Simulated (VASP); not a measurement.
A run of VASP 6.6.1 is set up as follows.

Contents of INCAR:

```
ALGO = Fast ; EDIFF = 1E-7
ENCUT = 520 ; GGA = PS
ISIF = 2 ; ISMEAR = -1
LASPH = True ; LCHARG = False
LREAL = False ; LWAVE = False
NBANDS = 16 ; NELM = 100
PREC = Accurate ; SIGMA = 0.05
```

KPOINTS

```
k-points
0
Gamma
  9 9 5
```

File POSCAR:

```
Ir
1.0
    2.7513778946      0.0000000000      0.0000000000
   -1.3756889473      2.3827631521      0.0000000000
    0.0000000000      0.0000000000      4.6407816000
Ir
2
Direct
    0.3333333333      0.6666666667      0.2500000000
    0.6666666667      0.3333333333      0.7500000000
```

Potentials or basis: VASP PAW PBE potentials, release 64 (Ir).

Command:

```console
$ cat potpaw_PBE.64/Ir/POTCAR > POTCAR
$ mpirun -np 1 vasp_std > vasp.out
```

**Question.** What does it give for the band gap on the k mesh?

**Answer.** Zero (band 9 reaches 9.88 eV, above the bottom of band 10 at 7.19 eV).

**Question.** Predict the pressure.

**Answer.** -22.7 GPa.

Stress tensor (GPa, compression positive):
```
-18.09   0.00   0.00
  0.00 -18.09   0.00
  0.00   0.00 -32.01
```

Caveat: the PAW data sets were made with another functional, which shifts forces and pressure a little; spin-orbit coupling is left out, which moves the levels of the heavy elements.
